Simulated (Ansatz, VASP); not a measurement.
One calculation of BaTiO3, two programs

Contents of INCAR:

```
SYSTEM = BaTiO3
PREC     = Accurate       ! precision mode
ENCUT    = 520            ! plane-wave cutoff, eV
EDIFF    = 1E-6           ! SCF threshold, eV
ISMEAR   = 0              ! smearing method
SIGMA    = 0.05           ! smearing width, eV
LREAL    = .False.        ! projectors in reciprocal space
LASPH    = .True.         ! aspherical terms in the spheres
NELM     = 150            ! most SCF steps
ALGO     = Normal         ! electronic algorithm
ISIF     = 2              ! what is computed and relaxed
LWAVE    = .False.        ! write WAVECAR
LCHARG   = .False.        ! write CHGCAR
LMAXMIX  = 4              ! l up to which the mixer works
LDAU     = .True.         ! DFT+U
LDAUTYPE = 2            
LDAUL    = -1 2 -1        ! shell
LDAUU    = 0 4 0          ! U, eV
LDAUJ    = 0 0 0        
LDAUPRINT= 1            
GGA      = PE             ! functional
NBANDS   = 28             ! bands
```

File KPOINTS:

```
Automatic mesh
0
Gamma
  6 6 6
  0 0 0
```

POSCAR

```
BaTiO3
1.0
    2.7745609226      1.6018934955      2.3812443820
   -2.7745609226      1.6018934955      2.3812443820
    0.0000000000     -3.2037869911      2.3812443820
Ba Ti O
1 1 3
Direct
    0.0026800181      0.0026800181      0.0026800181
    0.5127992509      0.5127992509      0.5127992509
    0.4903227049      0.4903227049      0.9825753212
    0.4903227049      0.9825753212      0.4903227049
    0.9825753212      0.4903227049      0.4903227049
```

Input for Ansatz:

```yaml
crystal:
  lattice:
    - [2.7745609226, 1.6018934955, 2.381244382]
    - [-2.7745609226, 1.6018934955, 2.381244382]
    - [0.0, -3.2037869911, 2.381244382]
  atoms:
    - { symbol: Ba, position: [0.0026800181, 0.0026800181, 0.0026800181] }
    - { symbol: Ti, position: [0.5127992509, 0.5127992509, 0.5127992509] }
    - { symbol: O, position: [0.4903227049, 0.4903227049, 0.9825753212] }
    - { symbol: O, position: [0.4903227049, 0.9825753212, 0.4903227049] }
    - { symbol: O, position: [0.9825753212, 0.4903227049, 0.4903227049] }
basis:
  ecutwfc: 420
kpoints:
  mp_grid: { grid: [6, 6, 6] }
hamiltonian:
  xc: pbe
  hubbard: { sites: [{ species: Ti, l: d, u_eff: 4.0 }] }
scf:
  occupations: { method: gaussian, width: 0.05 }
output:
  forces: true
  stress: true
  eigenvalues: true
```

Change from the starting cell: strain -0.030 along x and y, +0.015 along z, atoms carried along.

Alike in both runs: task single point; functional PBE; k mesh 6 × 6 × 6; occupations gaussian, width 0.05 eV; no spin polarisation; Hubbard terms Ti d U = 4.0 eV.

|  | VASP | Ansatz |
| --- | --- | --- |
| version | VASP 6.6.1 | Ansatz 0.2.0 |
| potentials or method | VASP PAW PBE potentials, release 64 (Ba_sv, Ti_sv, O), cutoff 520 eV | scalar-relativistic, plane waves, PAW |
| valence electrons in the cell | 40 | 40 |

|  | VASP | Ansatz | Ansatz less VASP |
| --- | --- | --- | --- |
| gap on the k mesh at the Fermi level (eV) | 2.69 | 2.74 | +0.042 |
| least direct gap on the mesh (eV) | 2.98 | 3.00 | +0.025 |
| pressure (GPa) | 12.5 | 8.4 | -4.11 |
| traceless stress, the component that is largest in VASP (GPa) | -7.93 | -7.41 | +0.522 |
| rms of the force components (eV/Å) | 0.434 | 0.187 | -0.2471 |

The programs project onto different local orbitals, so the same U acts differently, and such runs can settle in different states. Atom by atom the forces differ by 0.255 eV/Å (rms over components).

Neither program's run includes spin-orbit coupling.
